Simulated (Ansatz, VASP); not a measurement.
# Two plane-wave programs on TePb

File POSCAR:

```
TePb
1.0
    0.0000000000      3.2013925696      3.2013925696
    3.2013925696      0.0000000000      3.2013925696
    3.2013925696      3.2013925696      0.0000000000
Te Pb
1 1
Direct
    0.5000000000      0.5000000000      0.5000000000
    0.0000000000      0.0000000000      0.0000000000
```

Contents of INCAR.step1:

```
  PREC = Accurate
  ENCUT = 550
  ISMEAR = 0
  SIGMA = 0.02
  LREAL = False
  LASPH = True
  NELM = 120
  NBANDS = 17
  GGA = PE
  ALGO = Normal
  EDIFF = 1E-5
  LWAVE = True
  LCHARG = False
  GGA_COMPAT = False
```

File INCAR.step2:

```
  PREC = Accurate
  ENCUT = 550
  EDIFF = 1E-6
  ISMEAR = 0
  SIGMA = 0.02
  LREAL = False
  LASPH = True
  NELM = 120
  ALGO = Normal
  ISIF = 2
  LWAVE = False
  LCHARG = False
  METAGGA = R2SCAN
  LMIXTAU = True
  NBANDS = 17
  ISTART = 1
  GGA_COMPAT = False
```

KPOINTS

```
Automatic mesh
0
Gamma
  8 8 8
```

Input for Ansatz:

```yaml
crystal:
  lattice:
    - [0.0, 3.2013925696, 3.2013925696]
    - [3.2013925696, 0.0, 3.2013925696]
    - [3.2013925696, 3.2013925696, 0.0]
  atoms:
    - { symbol: Te, position: [0.5, 0.5, 0.5] }
    - { symbol: Pb, position: [0.0, 0.0, 0.0] }
basis:
  ecutwfc: 500
kpoints:
  mp_grid: { grid: [8, 8, 8] }
hamiltonian:
  xc: r2scan
scf:
  occupations: { method: gaussian, width: 0.02 }
output:
  forces: true
  stress: true
  eigenvalues: true
```

Alike in both runs: task single point; functional r2SCAN; k mesh 8 × 8 × 8; occupations gaussian, width 0.02 eV; no spin polarisation.

|  | VASP | Ansatz |
| --- | --- | --- |
| version | VASP 6.6.1 | Ansatz 0.2.0 |
| potentials or method | VASP PAW PBE potentials, release 64 (Te, Pb_d), cutoff 550 eV | scalar-relativistic, plane waves, PAW |
| valence electrons in the cell | 20 | 30 |

|  | VASP | Ansatz | Ansatz less VASP |
| --- | --- | --- | --- |
| gap on the k mesh at the Fermi level (eV) | 0.96 | 0.95 | -0.005 |
| least direct gap on the mesh (eV) | 0.96 | 0.95 | -0.005 |
| pressure (GPa) | 3.0 | 3.0 | 0.00 |

VASP's potentials were made for PBE, not for r2SCAN. The functional is the same, so the differences come from potentials, cutoffs and numerics. VASP's potentials hold 20 valence electrons a cell and Ansatz's 30, so a difference there can come from the potentials and not from the codes.

Spin-orbit coupling is off throughout.
